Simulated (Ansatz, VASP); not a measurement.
One calculation of TaN, two programs

```
Ta N
1.0
     3.07848    0.00000    0.00000
    -1.53924    2.66604    0.00000
     0.00000    0.00000    4.91800
Ta N
2 2
Direct
  0.00000 0.00000 0.00000
  0.00000 0.00000 0.50000
  0.33333 0.66667 0.25000
  0.66667 0.33333 0.75000
```

Change from the starting cell: equal xx and yy strain of +1 %, PAW files.

Alike in both runs: task electric field gradients; functional PBE; k mesh 9 × 9 × 5; occupations fermi-dirac, width 0.01 eV; no spin polarisation.

|  | VASP | Ansatz |
| --- | --- | --- |
| version | VASP 6.6.1 | Ansatz 0.2.0 |
| potentials or method | VASP PAW PBE potentials, release 64 (Ta_pv, N) | PAW with Ansatz's default frozen-core files, scalar-relativistic |
| plane-wave cutoff (eV) | 520 | 420 |
| valence electrons in the cell | 32 | 36 |

|  | VASP | Ansatz | Ansatz less VASP |
| --- | --- | --- | --- |
| pressure (GPa) | 51.8 | 50.5 | -1.31 |
| traceless stress, the component that is largest in VASP (GPa) | 54.70 | 54.28 | -0.415 |
| size of Vzz on the site where it differs most (V/Å²) | 172.2 | 202.9 | +30.73 |

Both programs put the cell under a high pressure, so it lies far from rest at this level. VASP's potentials hold 32 valence electrons a cell and Ansatz's 36, so a difference there can come from the potentials and not from the codes.

Spin-orbit coupling is off throughout.
